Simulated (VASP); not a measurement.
Set up this calculation in VASP 6.6.1, as the native input.

* Task: single point
* Functional: PBE0
* Potentials or basis: VASP PAW PBE potentials, release 64 (Pb_d, Se)
* Cutoff: 520 eV
* k mesh: 4 × 4 × 4
* Occupations: fermi-dirac, width 0.05 eV
* Spin: no spin polarisation
* Dipole correction: no
* Grid for exact exchange (PRECFOCK): Normal
* Further INCAR settings: ALGO = Normal; EDIFF = 1e-07; NBANDS = 17
* Share of exact exchange: 0.25

PbSe:

```
CELL_PARAMETERS angstrom
0.00000 3.06065 3.06065
3.06065 0.00000 3.06065
3.06065 3.06065 0.00000
ATOMIC_POSITIONS crystal
Pb 0.00000 0.00000 0.00000
Se 0.50000 0.50000 0.50000
```

One way to write it, as run:

POSCAR

```
PbSe
1.0
    0.0000000000      3.0606500000      3.0606500000
    3.0606500000      0.0000000000      3.0606500000
    3.0606500000      3.0606500000      0.0000000000
Pb Se
1 1
Direct
    0.0000000000      0.0000000000      0.0000000000
    0.5000000000      0.5000000000      0.5000000000
```

INCAR.step1

```
PREC = Accurate
ENCUT = 520
EDIFF = 1E-5
ISMEAR = -1
SIGMA = 0.05
LREAL = False
LASPH = True
NELM = 60
ALGO = Normal
ISIF = 2
LWAVE = True
GGA = PE
NBANDS = 17
```

INCAR.step2

```
PREC = Accurate
ENCUT = 520
EDIFF = 1E-7
ISMEAR = -1
SIGMA = 0.05
LREAL = False
LASPH = True
NELM = 60
ALGO = Normal
ISIF = 2
LWAVE = False
LCHARG = True
GGA = PE
LHFCALC = True
AEXX = 0.25
PRECFOCK = Normal
LELF = True
LVHAR = True
ISTART = 1
NBANDS = 17
```

KPOINTS

```
Automatic mesh
0
Gamma
  4 4 4
```

Potentials or basis: VASP PAW PBE potentials, release 64 (Pb_d, Se).

Run with:

```console
$ cat potpaw_PBE.64/Pb_d/POTCAR potpaw_PBE.64/Se/POTCAR > POTCAR
$ cp INCAR.step1 INCAR
$ mpirun -np 1 vasp_std > vasp.out
$ cp INCAR.step2 INCAR
$ mpirun -np 1 vasp_std > vasp.out
```

It gave:

```yaml
Pressure: 1.1 GPa
Band_gap_on_the_k_mesh: 1.36 eV
```

Caveat: the k points lie up to 0.44 Å⁻¹ apart; the PAW data sets were made with another functional, which shifts forces and pressure a little; spin-orbit coupling is left out, which moves the levels of the heavy elements.

Wall time 26 min on 1 thread of Intel Xeon 8259CL (shared host), peak memory 0.2 GiB.
